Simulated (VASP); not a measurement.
Wanted: the native input for a VASP 6.6.1 run.

* Task: single point
* Functional: r2SCAN0
* Potentials or basis: VASP PAW PBE potentials, release 64 (Ag, I)
* Cutoff: 440 eV
* k mesh: 4 × 4 × 4
* Occupations: gaussian, width 0.01 eV
* Spin: no spin polarisation
* Dipole correction: no
* Grid for exact exchange (PRECFOCK): Normal
* Further INCAR settings: ALGO = Normal; EDIFF = 1e-06; NBANDS = 16
* Share of exact exchange: 0.25

The system is AgI.

```
CELL_PARAMETERS angstrom
0.00000 3.28863 3.28863
3.28863 0.00000 3.28863
3.28863 3.28863 0.00000
ATOMIC_POSITIONS crystal
Ag 0.00000 0.00000 0.00000
I 0.25000 0.25000 0.25000
```

One way to write it, as run:

POSCAR

```
AgI
1.0
    0.0000000000      3.2886327781      3.2886327781
    3.2886327781      0.0000000000      3.2886327781
    3.2886327781      3.2886327781      0.0000000000
Ag I
1 1
Direct
    0.0000000000      0.0000000000      0.0000000000
    0.2500000000      0.2500000000      0.2500000000
```

INCAR.step1

```
SYSTEM = AgI
PREC = Accurate
ENCUT = 440
EDIFF = 1E-5
ISMEAR = 0
SIGMA = 0.01
LREAL = .FALSE.
LASPH = .TRUE.
NELM = 120
ALGO = Normal
ISIF = 2
LWAVE = .TRUE.
LCHARG = .FALSE.
GGA = PE
NBANDS = 16
GGA_COMPAT = .FALSE.
```

INCAR.step2

```
SYSTEM = AgI
PREC = Accurate
ENCUT = 440
EDIFF = 1E-6
ISMEAR = 0
SIGMA = 0.01
LREAL = .FALSE.
LASPH = .TRUE.
NELM = 120
ALGO = Normal
ISIF = 2
LWAVE = .FALSE.
LCHARG = .FALSE.
METAGGA = R2SCAN
LHFCALC = .TRUE.
AEXX = 0.25
LMIXTAU = .TRUE.
PRECFOCK = Normal
ISTART = 1
NBANDS = 16
GGA_COMPAT = .FALSE.
```

KPOINTS

```
Automatic mesh
0
G
  4 4 4
  0 0 0
```

Potentials or basis: VASP PAW PBE potentials, release 64 (Ag, I).

The run is started by

```sh
$ cat potpaw_PBE.64/Ag/POTCAR potpaw_PBE.64/I/POTCAR > POTCAR
$ cp INCAR.step1 INCAR
$ mpirun -np 1 vasp_std > vasp.out
$ cp INCAR.step2 INCAR
$ mpirun -np 1 vasp_std > vasp.out
```

It gave:

* Pressure: 0.0 GPa
* Band gap on the k mesh: 3.44 eV

Caveat: the PAW data sets were made with another functional, which shifts forces and pressure a little; spin-orbit coupling is left out, which moves the levels of the heavy elements.

Run time: 3.1 min on 1 thread of Intel(R) Xeon(R) Platinum 8559C (Emerald Rapids) (shared host), peak memory 0.19 GiB.
